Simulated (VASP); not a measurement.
Write the native input for VASP 6.6.1 that does the following.

* Task: single point
* Functional: LDA
* Potentials or basis: VASP PAW LDA potentials, release 64 (Ge_d, C, N)
* Cutoff: 520 eV
* k mesh: 12 × 12 × 12
* Occupations: gaussian, width 0.05 eV
* Spin: no spin polarisation
* Dipole correction: no
* Further INCAR settings: ALGO = Normal; EDIFF = 1e-06; NBANDS = 22

The structure of GeCN2 lies in POSCAR:

```
GeCN2
1.0
    1.7462903927      1.0082212283      4.7283744164
   -1.7462903927      1.0082212283      4.7283744164
    0.0000000000     -2.0164424566      4.7283744164
Ge C N
1 1 2
Direct
    0.0000000000      0.0000000000      0.0000000000
    0.5000000000      0.5000000000      0.5000000000
    0.4155196828      0.4155196828      0.4155196828
    0.5844803172      0.5844803172      0.5844803172
```

This cell differs from its parent crystal: ratio of the length along z to the lengths across it x 0.96, volume and fractional coordinates fixed.

The input as run:

INCAR

```
SYSTEM = GeCN2
PREC     = Accurate       ! precision mode
ENCUT    = 520            ! plane-wave cutoff, eV
EDIFF    = 1E-6           ! SCF threshold, eV
ISMEAR   = 0              ! smearing method
SIGMA    = 0.05           ! smearing width, eV
LREAL    = .False.        ! projectors in reciprocal space
LASPH    = .True.         ! aspherical terms in the spheres
NELM     = 80             ! most SCF steps
ALGO     = Normal         ! electronic algorithm
ISIF     = 2              ! what is computed and relaxed
LWAVE    = .False.        ! write WAVECAR
LCHARG   = .True.         ! write CHGCAR
LELF     = .True.         ! ELF
LVHAR    = .True.       
NBANDS   = 22             ! bands
```

KPOINTS

```
Automatic mesh
0
Gamma
  12 12 12
  0 0 0
```

Potentials or basis: VASP PAW LDA potentials, release 64 (Ge_d, C, N).

Launch:

```sh
$ cat potpaw_LDA.64/Ge_d/POTCAR potpaw_LDA.64/C/POTCAR potpaw_LDA.64/N/POTCAR > POTCAR
$ mpirun -np 1 vasp_std > vasp.out
```

It gave:

The pressure is 8.1 GPa. The largest force is 2.984 eV/Å and the band gap on the k mesh is 0.50 eV (least direct gap 1.21 eV).

Caveat: the cell stands under pressure; forces of over 1 eV/Å act on the atoms, so gaps and moduli don't describe the material at rest.

Wall time 4.6 min on 1 thread of Intel(R) Xeon(R) Platinum 8488C (Sapphire Rapids) (shared host), peak memory 0.34 GiB.
